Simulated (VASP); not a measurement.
Input of a VASP 6.6.1 run:

The input INCAR:

```
PREC = Accurate
ENCUT = 520
EDIFF = 1E-7
ISMEAR = 0
SIGMA = 0.1
LREAL = F
LASPH = T
NELM = 100
ALGO = Normal
ISIF = 2
LWAVE = F
LCHARG = F
GGA = RP
NBANDS = 16
```

KPOINTS

```
Automatic mesh
0
Gamma
  12 12 6
```

POSCAR

```
BN
1.0
    2.5539396017      0.0000000000      0.0000000000
   -1.2769698009      2.2117765748      0.0000000000
    0.0000000000      0.0000000000      4.2268550000
N B
2 2
Direct
    0.3333333333      0.6666666667      0.1252760000
    0.6666666667      0.3333333333      0.6252760000
    0.3333333333      0.6666666667      0.4997240000
    0.6666666667      0.3333333333      0.9997240000
```

Potentials or basis: VASP PAW PBE potentials, release 64 (N, B).

Run with:

```sh
$ cat potpaw_PBE.64/N/POTCAR potpaw_PBE.64/B/POTCAR > POTCAR
$ mpirun -np 1 vasp_std > vasp.out
```

**Question.** Estimate the pressure.

**Answer.** 5.9 GPa.

**Question.** Predict the band gap on the k mesh.

**Answer.** 5.27 eV, indirect (least direct gap 8.29 eV).

**Question.** Predict the largest force.

**Answer.** 0.011 eV/Å.

Stress tensor (GPa, compression positive):
```
6.26 0.00 0.00
0.00 6.26 0.00
0.00 0.00 5.28
```

Caveat: the PAW data sets were made with another functional, which shifts forces and pressure a little. A k mesh can miss the band edges.
